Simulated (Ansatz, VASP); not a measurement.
One calculation of AgCl, two programs

File INCAR:

```
PREC = Accurate ; ENCUT = 520
EDIFF = 1E-6 ; ISMEAR = 0
SIGMA = 0.05 ; LREAL = F
LASPH = T ; NELM = 80
ALGO = Normal ; ISIF = 2
LWAVE = F ; LCHARG = T
GGA = PS ; LELF = T
LVHAR = T ; NBANDS = 16
```

Contents of KPOINTS:

```
regular mesh
0
Gamma
  12 12 12
```

Contents of POSCAR:

```
AgCl
1.0
    3.3615732030      0.0604112635      0.0604112635
    0.0604112635      3.3615732030      0.0604112635
    0.0604112635      0.0604112635      3.3615732030
Ag Cl
1 1
Direct
    0.0000000000      0.0000000000      0.0000000000
    0.5000000000      0.5000000000      0.5000000000
```

Input for Ansatz:

```yaml
crystal:
  lattice:
    - [3.361573203, 0.0604112635, 0.0604112635]
    - [0.0604112635, 3.361573203, 0.0604112635]
    - [0.0604112635, 0.0604112635, 3.361573203]
  atoms:
    - { symbol: Ag, position: [0.0, 0.0, 0.0] }
    - { symbol: Cl, position: [0.5, 0.5, 0.5] }
basis:
  ecutwfc: 420
kpoints:
  mp_grid: { grid: [12, 12, 12] }
hamiltonian:
  xc: pbesol
scf:
  occupations: { method: gaussian, width: 0.05 }
output:
  forces: true
  stress: true
  eigenvalues: true
```

Alike in both runs: task single point; functional PBEsol; k mesh 12 × 12 × 12; occupations gaussian, width 0.05 eV; no spin polarisation.

|  | VASP | Ansatz |
| --- | --- | --- |
| version | VASP 6.6.1 | Ansatz 0.2.0 |
| potentials or method | VASP PAW PBE potentials, release 64 (Ag, Cl), cutoff 520 eV | scalar-relativistic, plane waves, PAW |
| valence electrons in the cell | 18 | 26 |

VASP gave:

* gap on the k mesh at the Fermi level (eV): 0.34
* least direct gap on the mesh (eV): 2.04
* pressure (GPa): -1.6
* traceless stress, the component that is largest in VASP (GPa): 0.47

What did Ansatz give for the same quantities?

gap on the k mesh at the Fermi level (eV): 0.34; least direct gap on the mesh (eV): 2.03; pressure (GPa): -1.5; traceless stress, the component that is largest in VASP (GPa): 0.46.

VASP's potentials were made for PBE, not for PBEsol. VASP's potentials hold 18 valence electrons a cell and Ansatz's 26, so a difference there can come from the potentials and not from the codes.
